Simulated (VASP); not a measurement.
# Lu2Si2O (I4/mmm) in VASP: notebook

Runs on Lu2Si2O. Level: PBE. Tasks: single point, relaxation of cell and atoms.

All numbers are computed with VASP 6.6.1; they aren't measurements. Logs are shortened: lines on timing, memory, paths and dates and some standing lists are left out, and cuts for length are marked.

### Step 1. The cell of the first run

The structure is tetragonal, space group I4/mmm (No. 139). Conventional cell: a = 3.933 Å, b = 3.933 Å, c = 9.602 Å, α = 90.00°, β = 90.00°, γ = 90.00°. Within 3.0 Å of Lu (site symmetry 4mm) lie 4 Si at 2.24 Å and 1 Lu at 2.65 Å. Si (site symmetry -4m2) has 4 Lu at 2.24 Å and 4 Si at 2.78 Å within 3.0 Å. Within 4.1 Å of O (site symmetry 4/mmm) lie 10 Lu at 3.08 to 3.47 Å and 8 Si at 3.10 Å and 4 O at 3.93 Å.

### Step 2. Single point, PBE

The input, INCAR:

```
PREC = Accurate ; ENCUT = 520
EDIFF = 1E-6 ; ISMEAR = 0
SIGMA = 0.1 ; LREAL = False
LASPH = True ; NELM = 100
ALGO = Normal ; ISIF = 2
LWAVE = False ; LCHARG = False
GGA = PE ; NBANDS = 40
```

The input, KPOINTS:

```
regular mesh
0
Gamma
  6 6 6
```

The input, POSCAR:

```
Lu2Si2O
1.0
   -1.9663607200      1.9663607200      4.8009691700
    1.9663607200     -1.9663607200      4.8009691700
    1.9663607200      1.9663607200     -4.8009691700
Lu Si O
2 2 1
Direct
    0.6381608800      0.6381608800      0.0000000000
    0.3618391200      0.3618391200      0.0000000000
    0.2500000000      0.7500000000      0.5000000000
    0.7500000000      0.2500000000      0.5000000000
    0.0000000000      0.0000000000      0.0000000000
```

Potentials or basis: VASP PAW PBE potentials, release 64 (Lu, Si, O).

The run is started by

```
cat potpaw_PBE.64/Lu/POTCAR potpaw_PBE.64/Si/POTCAR potpaw_PBE.64/O/POTCAR > POTCAR
mpirun -np 1 vasp_std > vasp.out
```

OUTCAR:

```text
PREC = Accurate
   ENCUT = 520
   EDIFF = 1E-6
   ISMEAR = 0
   LREAL = False
   LASPH = True
   NELM = 100
   ISIF = 2
   GGA = PE

 ion  position               nearest neighbor table
   1  0.638  0.638  0.000-   3 2.24   4 2.24   3 2.24   4 2.24   2 2.65   2 3.51   2 3.51   2 3.51
                             2 3.51
   2  0.362  0.362  0.000-   3 2.24   4 2.24   3 2.24   4 2.24   1 2.65   1 3.51   1 3.51   1 3.51
                             1 3.51
   3  0.250  0.750  0.500-   2 2.24   1 2.24   2 2.24   1 2.24   4 2.78   4 2.78   4 2.78   4 2.78

   4  0.750  0.250  0.500-   2 2.24   1 2.24   2 2.24   1 2.24   3 2.78   3 2.78   3 2.78   3 2.78

   5  0.000  0.000  0.000-

  LATTYP: Found a body centered tetragonal cell.
 ALAT       =     3.9327214400
 C/A-ratio  =     2.4415505869

  Lattice vectors:

 A1 = (  -1.9663607200,   1.9663607200,   4.8009691700)
 A2 = (   1.9663607200,  -1.9663607200,   4.8009691700)
 A3 = (   1.9663607200,   1.9663607200,  -4.8009691700)

Analysis of symmetry for initial positions (statically):
=====================================================================
 Subroutine PRICEL returns:
 Original cell was already a primitive cell.

 Routine SETGRP: Setting up the symmetry group for a
 body centered tetragonal supercell.

 Subroutine GETGRP returns: Found 16 space group operations
 (whereof 16 operations were pure point group operations)
 out of a pool of 16 trial point group operations.

The static configuration has the point symmetry D_4h.

Analysis of symmetry for dynamics (positions and initial velocities):
=====================================================================
 Subroutine PRICEL returns:
 Original cell was already a primitive cell.

 Routine SETGRP: Setting up the symmetry group for a
 body centered tetragonal supercell.

 Subroutine GETGRP returns: Found 16 space group operations
 (whereof 16 operations were pure point group operations)
 out of a pool of 16 trial point group operations.

The dynamic configuration has the point symmetry D_4h.

 Subroutine INISYM returns: Found 16 space group operations
 (whereof 16 operations are pure point group operations),
 and found     1 'primitive' translations

----------------------------------------------------------------------------------------

                                     Primitive cell

  volume of cell :      74.2532

  direct lattice vectors                    reciprocal lattice vectors
    -1.966360720  1.966360720  4.800969170     0.000000000  0.254276845  0.104145639
     1.966360720 -1.966360720  4.800969170     0.254276845  0.000000000  0.104145639
     1.966360720  1.966360720 -4.800969170     0.254276845  0.254276845  0.000000000

  length of vectors
     5.548193754  5.548193754  5.548193754     0.274778143  0.274778143  0.359601763

  position of ions in fractional coordinates (direct lattice)
     0.638160880  0.638160880  0.000000000
     0.361839120  0.361839120  0.000000000
     0.250000000  0.750000000  0.500000000
     0.750000000  0.250000000  0.500000000
     0.000000000  0.000000000  0.000000000

  ion indices of the primitive-cell ions
   primitive index   ion index
                 1           1
                 2           2
                 3           3
                 4           4
                 5           5

----------------------------------------------------------------------------------------

 KPOINTS: regular mesh

Automatic generation of k-mesh.
 Grid dimensions read from file:
 generate k-points for:    6    6    6

 Generating k-lattice:

  Cartesian coordinates                     Fractional coordinates (reciprocal lattice)
     0.000000000  0.042379474  0.017357606     0.166666667 -0.000000000  0.000000000
     0.042379474  0.000000000  0.017357606    -0.000000000  0.166666667  0.000000000
     0.042379474  0.042379474  0.000000000     0.000000000  0.000000000  0.166666667

  Length of vectors
     0.045796357  0.045796357  0.059933627

  Shift w.r.t. Gamma in fractional coordinates (k-lattice)
     0.000000000  0.000000000  0.000000000

 Subroutine IBZKPT returns following result:
 ===========================================

 Found     30 irreducible k-points:

 Following reciprocal coordinates:
            Coordinates               Weight
  0.000000  0.000000  0.000000      1.000000
  0.166667 -0.000000  0.000000      8.000000
  0.333333  0.000000  0.000000      8.000000
  0.500000  0.000000  0.000000      4.000000
  0.166667  0.166667  0.000000      8.000000
  0.333333  0.166667  0.000000     16.000000
[... 16 lines left out ...]
 -0.333333 -0.333333  0.166667      8.000000
 -0.166667 -0.333333  0.166667      8.000000
 [... further k-points ...]
   k-points           NKPTS =     30   k-points in BZ     NKDIM =     30   number of bands    NBANDS=     40
   number of dos      NEDOS =    301   number of ions     NIONS =      5
   total plane-waves  NPLWV =  74088
   dimension x,y,z NGX =    42 NGY =   42 NGZ =   42
   dimension x,y,z NGXF=    84 NGYF=   84 NGZF=   84
   ions per type =               2   2   1
   NGX,Y,Z   is equivalent  to a cutoff of  12.58, 12.58, 12.58 a.u.
   NGXF,Y,Z  is equivalent  to a cutoff of  25.17, 25.17, 25.17 a.u.
 SYSTEM =  unknown system
   PREC   = accura    normal or accurate (medium, high low for compatibility)
   ISTART =      0    job   : 0-new  1-cont  2-samecut
   ICHARG =      2    charge: 1-file 2-atom 10-const
   ISPIN  =      1    spin polarized calculation?
   LNONCOLLINEAR =      F non collinear calculations
   LSORBIT =      F    spin-orbit coupling
   LASPH  =      T    aspherical Exc in radial PAW
   ENCUT  =  520.0 eV  38.22 Ry    6.18 a.u.  10.32 10.32 10.32*2*pi/ulx,y,z
   NELM   =    100;   NELMIN=  2; NELMDL= -5     # of ELM steps
   EDIFF  = 0.1E-05   stopping-criterion for ELM
   LREAL  =      F    real-space projection
   EDIFFG = 0.1E-04   stopping-criterion for IOM
   NSW    =      0    number of steps for IOM
   IBRION =     -1    ionic relax: 0-MD 1-quasi-New 2-CG
   NFREE  =      0    steps in history (QN), initial steepest desc. (CG)
   ISIF   =      2    stress and relaxation
   ISYM   =      2    0-nonsym 1-usesym 2-fastsym
   POTIM  = 0.5000    time-step for ionic-motion
   TEBEG  =    0.0;   TEEND  =   0.0 temperature during run
   PSTRESS=    0.0 pullay stress
   NELECT =      64.0000    total number of electrons
   NUPDOWN=      -1.0000    fix difference up-down
   EMIN   =  10.00;   EMAX   =-10.00  energy-range for DOS
   EFERMI =   0.00;   METHOD = LEGACY
   ISMEAR =     0;   SIGMA  =   0.10  broadening in eV -4-tet -1-fermi 0-gaus
   EFERMI_NEDOS =   21; number of points for ismear=-14 and -15
   IALGO  =     38    algorithm
   IMIX   =      4    mixing-type and parameters
     AMIX     =   0.40;   BMIX     =  1.00
     AMIX_MAG =   1.60;   BMIX_MAG =  1.00
  volume/ion in A,a.u.               =      14.85       100.22
  Fermi-wavevector in a.u.,A,eV,Ry     =   1.557984  2.944163 33.025624  2.427315
  Thomas-Fermi vector in A             =   2.661555
   LORBIT       =      0    0 simple, 1 ext, 2 COOP (PROOUT), +10 PAW based schemes
   GGA     = PE    functional components
   LHFCALC =     F    Hartree Fock is set to
   AEXX    =    0.0000 exact exchange contribution
   IVDW    =     0    specifies the selected vdW correction
   LEPSILON=     F    determine dielectric tensor
   LRPA    =     F    only Hartree local field effects (RPA)
 non-spin polarized calculation
 Gauss-broadening in eV      SIGMA  =   0.10
  energy-cutoff  :      520.00
  volume of cell :       74.25
 maximum number of plane-waves:      2049
 NGX is ok and might be reduce to    42
   NGX = 21   NGY = 21   NGZ = 21

 number of electron      64.0000007 magnetization

 Free energy of the ion-electron system (eV)
  ---------------------------------------------------
  ext. energy  EPLUGINS =         0.00000000
  ---------------------------------------------------
  free energy    TOTEN  =       -15.26937700 eV

  energy without entropy =      -15.25260362  energy(sigma->0) =      -15.26099031

 E-fermi :   5.4074     XC(G=0): -11.8145

 val. band max:        5.4027712726   @ k =   0.1667   0.1667   0.1667
 cond. band min:       5.4274509572   @ k =   0.1667  -0.0000   0.0000
 fundamental gap:      0.0246796846
 Fermi energy:         5.4074406819

 k-point     1 :       0.0000    0.0000    0.0000
  band No.  band energies     occupation
      1     -50.3538      2.00000
      2     -50.2095      2.00000
      3     -22.2155      2.00000
      4     -21.2318      2.00000
      5     -21.2318      2.00000
      6     -21.1862      2.00000
[... 32 lines left out ...]
     39      10.7852      0.00000
     40      13.1513      0.00000

 k-point     2 :       0.1667   -0.0000    0.0000
  band No.  band energies     occupation
      1     -50.3504      2.00000
      2     -50.2117      2.00000
      3     -22.1892      2.00000
      4     -21.2925      2.00000
      5     -21.2487      2.00000
      6     -21.1954      2.00000
[... 32 lines left out ...]
     39      10.8565      0.00000
     40      12.5017      0.00000

 k-point     3 :       0.3333    0.0000    0.0000
  band No.  band energies     occupation
      1     -50.3432      2.00000
      2     -50.2165      2.00000
      3     -22.1320      2.00000
      4     -21.4055      2.00000
      5     -21.2667      2.00000
      6     -21.2218      2.00000
[... 32 lines left out ...]
     39      10.0724      0.00000
     40      11.1743      0.00000

 k-point     4 :       0.5000    0.0000    0.0000
  band No.  band energies     occupation
      1     -50.3394      2.00000
      2     -50.2191      2.00000
      3     -22.1002      2.00000
      4     -21.4633      2.00000
      5     -21.2730      2.00000
      6     -21.2342      2.00000
[... 32 lines left out ...]
     39      10.2659      0.00000
     40      10.3248      0.00000
[... 772 lines left out ...]
     39      10.0853      0.00000
     40      11.0199      0.00000

 k-point    23 :      -0.3333   -0.3333    0.1667
  band No.  band energies     occupation
      1     -50.3368      2.00000
      2     -50.2244      2.00000
      3     -22.0539      2.00000
      4     -21.4003      2.00000
      5     -21.3495      2.00000
      6     -21.1555      2.00000
[... 32 lines left out ...]
     39      11.1485      0.00000
     40      11.1663      0.00000

 k-point    24 :      -0.1667   -0.3333    0.1667
  band No.  band energies     occupation
      1     -50.3422      2.00000
      2     -50.2201      2.00000
      3     -22.1054      2.00000
      4     -21.3640      2.00000
      5     -21.3176      2.00000
      6     -21.1275      2.00000
[... 32 lines left out ...]
     39      10.9291      0.00000
     40      12.5669      0.00000

 [... further k-points ...]
[... 5 lines left out ...]
  --------------------------------------------------------------------------------------
  -------------------------------------------------------------------------------------
  Total       26.6268802     26.6268802     29.7628286      0.0000000      0.0000000      0.0000000
  in kB      574.5337917    574.5337917    642.1988104      0.0000000      0.0000000      0.0000000
  external PRESSURE =     597.0887980 kB  Pullay stress =       0.0000000 kB

 VOLUME and BASIS-vectors are now :
 -----------------------------------------------------------------------------
  energy-cutoff  :      520.00
  volume of cell :       74.25
      direct lattice vectors                 reciprocal lattice vectors
    -1.966360720  1.966360720  4.800969170     0.000000000  0.254276845  0.104145639
     1.966360720 -1.966360720  4.800969170     0.254276845  0.000000000  0.104145639
     1.966360720  1.966360720 -4.800969170     0.254276845  0.254276845  0.000000000

 POSITION                                       TOTAL-FORCE (eV/Angst)
 -----------------------------------------------------------------------------------
      0.00000      0.00000      6.12758        -0.000000     -0.000000     -7.109716
      0.00000      0.00000      3.47436        -0.000000     -0.000000      7.109716
      1.96636      0.00000      2.40048         0.000000      0.000000      0.000000
      0.00000      1.96636      2.40048         0.000000      0.000000      0.000000
      0.00000      0.00000      0.00000         0.000000      0.000000      0.000000
 -----------------------------------------------------------------------------------
    total drift:                               -0.000000     -0.000000      0.000000

  FREE ENERGIE OF THE ION-ELECTRON SYSTEM (eV)
  ---------------------------------------------------
  free  energy   TOTEN  =       -15.2693770045 eV

  energy  without entropy=      -15.2526036218  energy(sigma->0) =      -15.26099031
```

Wall time 2.1 min (1 thread of Intel Xeon Platinum 8488C (Sapphire Rapids), shared host); peak memory 0.31 GiB.

Results:

```yaml
Free_energy: -15.2694 eV
Pressure: 59.7 GPa
Largest_force: 7.110 eV/Å
Band_gap_on_the_k_mesh: zero (band 32 reaches 7.03 eV, above the bottom of band 33 at 4.68 eV)
```

Forces in eV/Å, atoms in the order of the input:
```
Lu   0.000  0.000 -7.110
Lu   0.000  0.000  7.110
Si   0.000  0.000  0.000
Si   0.000  0.000  0.000
O    0.000  0.000  0.000
```

Levels at points of the mesh, in eV from the Fermi level:
| k point | band 28 | band 29 | band 30 | band 31 | band 32 | band 33 | band 34 | band 35 | band 36 | band 37 |
| --- | --- | --- | --- | --- | --- | --- | --- | --- | --- | --- |
| (0.00, 0.00, 0.00) | -2.71 | -2.30 | -2.22 | -2.22 | 0.17 | 0.56 | 1.32 | 1.85 | 1.85 | 2.80 |
| (0.50, 0.00, 0.00) | -2.42 | -1.99 | -1.76 | -0.90 | -0.72 | 0.24 | 1.36 | 1.48 | 1.88 | 3.20 |
| (0.50, 0.50, 0.00) | -3.40 | -3.11 | -0.93 | 1.40 | 1.40 | 1.68 | 1.87 | 2.25 | 2.26 | 2.59 |
| (0.50, 0.50, 0.50) | -3.21 | -2.04 | -2.04 | -1.50 | -1.27 | -0.11 | 0.86 | 2.96 | 2.96 | 4.02 |

Caveat: the k points lie up to 0.38 Å⁻¹ apart; spin-orbit coupling is left out, which moves the levels of the heavy elements; forces of over 1 eV/Å act on the atoms, so gaps and moduli don't describe the material at rest.

[end of part 1 of 2]
